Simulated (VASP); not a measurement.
Input of a VASP 6.6.1 run:

File INCAR:

```
PREC = Accurate ; ENCUT = 500
EDIFF = 1E-7 ; ISMEAR = -1
SIGMA = 0.02 ; LREAL = False
LASPH = True ; NELM = 120
ALGO = Normal ; ISIF = 3
LWAVE = False ; LCHARG = False
GGA = PE ; IVDW = 12
IBRION = 2 ; NSW = 80
EDIFFG = -0.005 ; GGA_COMPAT = False
NELMIN = 4
```

File KPOINTS:

```
Automatic mesh
0
Gamma
  12 12 4
```

Contents of POSCAR:

```
TiSe2
1.0
    3.5360000000      0.0000000000      0.0000000000
   -1.7680000000      3.0622658278      0.0000000000
    0.0000000000      0.0000000000      6.0040000000
Ti Se
1 2
Direct
    0.0000000000      0.0000000000      0.0000000000
    0.3333333333      0.6666666667      0.2552000000
    0.6666666667      0.3333333333      0.7448000000
```

Potentials or basis: VASP PAW PBE potentials, release 64 (Ti_sv, Se).

Launch:

```sh
$ cat potpaw_PBE.64/Ti_sv/POTCAR potpaw_PBE.64/Se/POTCAR > POTCAR
$ mpirun -np 1 vasp_std > vasp.out
```

Task: What does it give for the dispersion energy per atom?

Result: -0.452 eV.

Task: Predict the space group after relaxing (to 0.05 Å).

Result: P-3m1 (No. 164).

Task: What does it give for the relaxed volume?

Result: 20.47 Å³/atom.

The path:
```csv
step,energy change (eV),largest force (eV/Å),pressure (GPa),volume (Å³)
1,0.0000,0.0922,-1.62,65.01
2,-0.0083,0.3484,0.83,62.97
3,-0.0090,0.2887,0.27,63.42
4,-0.0155,0.1688,0.06,62.97
5,-0.0180,0.0112,-0.18,62.39
6,-0.0180,0.0352,-0.15,62.47
7,-0.0206,0.0383,-0.01,62.12
8,-0.0233,0.0421,0.33,61.39
9,-0.0234,0.0421,0.42,61.21
10,-0.0219,0.1340,-0.82,61.72
11,-0.0238,0.0122,0.04,61.36
12,-0.0239,0.0046,0.03,61.41
```
